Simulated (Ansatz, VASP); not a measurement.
# Two plane-wave programs on CuP

File INCAR:

```
SYSTEM = CuP
PREC = Accurate ; ENCUT = 520
EDIFF = 1E-7 ; ISMEAR = 0
SIGMA = 0.05 ; LREAL = .FALSE.
LASPH = .TRUE. ; NELM = 100
ALGO = Normal ; ISIF = 2
LWAVE = .FALSE. ; LCHARG = .FALSE.
GGA = PS ; NBANDS = 15
```

The input KPOINTS:

```
regular mesh
0
G
  12 12 12
  0 0 0
```

File POSCAR:

```
CuP
1.0
    0.0000000000      2.3541751921      2.3541751921
    2.3541751921      0.0000000000      2.3541751921
    2.3541751921      2.3541751921      0.0000000000
Cu P
1 1
Direct
    0.5000000000      0.5000000000      0.5000000000
    0.0000000000      0.0000000000      0.0000000000
```

Input for Ansatz:

```yaml
crystal:
  lattice:
    - [0.0, 2.3541751921, 2.3541751921]
    - [2.3541751921, 0.0, 2.3541751921]
    - [2.3541751921, 2.3541751921, 0.0]
  atoms:
    - { symbol: Cu, position: [0.5, 0.5, 0.5] }
    - { symbol: P, position: [0.0, 0.0, 0.0] }
basis:
  ecutwfc: 420
  ecutrho_ratio: 4
kpoints:
  mp_grid: { grid: [12, 12, 12] }
hamiltonian:
  xc: pbesol
scf:
  occupations: { method: gaussian, width: 0.05 }
output:
  forces: true
  stress: true
  eigenvalues: true
```

Alike in both runs: task single point; functional PBEsol; k mesh 12 × 12 × 12; occupations gaussian, width 0.05 eV; no spin polarisation.

|  | VASP | Ansatz |
| --- | --- | --- |
| version | VASP 6.6.1 | Ansatz 0.2.0 |
| potentials or method | VASP PAW PBE potentials, release 64 (Cu, P), cutoff 520 eV | scalar-relativistic, plane waves, PAW |
| valence electrons in the cell | 16 | 24 |

```tsv
	VASP	Ansatz	Ansatz less VASP
gap on the k mesh at the Fermi level (eV)	none	none	-
pressure (GPa)	6.4	6.0	-0.34
```

VASP's potentials were made for PBE, not for PBEsol. A gap of «none» marks a metal or a gap that the smearing closes. VASP's potentials hold 16 valence electrons a cell and Ansatz's 24, so a difference there can come from the potentials and not from the codes.
